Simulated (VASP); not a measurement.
Runs of VASP 6.6.1 on ZnO. The structure is that of space group Fm-3m (No. 225), or close to it. The cells are those of the table. 

```csv
level,cell,smearing,gap on the mesh (eV),pressure (GPa)
PBE,"a = 3.018, b = 3.018, c = 3.044 Å, angles 59.7, 59.7, 59.4°, 2 atoms",fermi-dirac 0.02 eV,0.90,(d)
PBE,"a = 3.119 Å, angles 57.9°, 2 atoms",fermi-dirac 0.02 eV,0.62,0.0
r2SCAN,"a = 3.018, b = 3.018, c = 3.044 Å, angles 59.7, 59.7, 59.4°, 2 atoms",gaussian 0.01 eV,1.53,1.5
r2SCAN,"a = 3.044 Å, angles 56.9°, 2 atoms",gaussian 0.01 eV,(b),(a)
PBE,"a = 3.044 Å, angles 56.9°, 2 atoms",fermi-dirac 0.02 eV,(c),19.6
r2SCAN,"a = 3.119 Å, angles 57.9°, 2 atoms",gaussian 0.01 eV,1.24,-7.2
```

Alike in all rows: task single point; potentials or basis VASP PAW PBE potentials, release 64 (Zn, O); no spin polarisation; k mesh 10 × 10 × 10; cutoff (eV) 520.

Question: Fill in the values left out.

Answer: (a) 11.4; (b) 1.67; (c) 1.03; (d) 9.1.

Caveats: the PAW data sets were made with another functional, which shifts forces and pressure a little (some runs).

A k mesh can miss the band edges.
